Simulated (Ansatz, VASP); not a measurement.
**SnO in VASP and in Ansatz**

```xyz
4
Lattice="3.7298 0.0000 0.0000 0.0000 3.7298 0.0000 0.0000 0.0000 4.7532" Properties=species:S:1:pos:R:3 pbc="T T T"
Sn    1.8649    0.0000    1.1260
Sn    0.0000    1.8649    3.6271
O     0.0000    0.0000    0.0000
O     1.8649    1.8649    0.0000
```

Alike in both runs: task single point; functional PBE; k mesh 6 × 6 × 4; occupations fermi-dirac, width 0.05 eV; no spin polarisation.

|  | VASP | Ansatz |
| --- | --- | --- |
| version | VASP 6.6.1 | Ansatz 0.2.0 |
| potentials or method | VASP PAW PBE potentials, release 64 (Sn_d, O), cutoff 520 eV | plane waves, PAW |
| valence electrons in the cell | 40 | 40 |

|  | VASP | Ansatz | Ansatz less VASP |
| --- | --- | --- | --- |
| pressure (GPa) | 11.4 | 11.1 | -0.38 |
| traceless stress, the component that is largest in VASP (GPa) | -1.68 | -1.67 | +0.005 |

Ansatz's warnings: stress scf threshold loose.
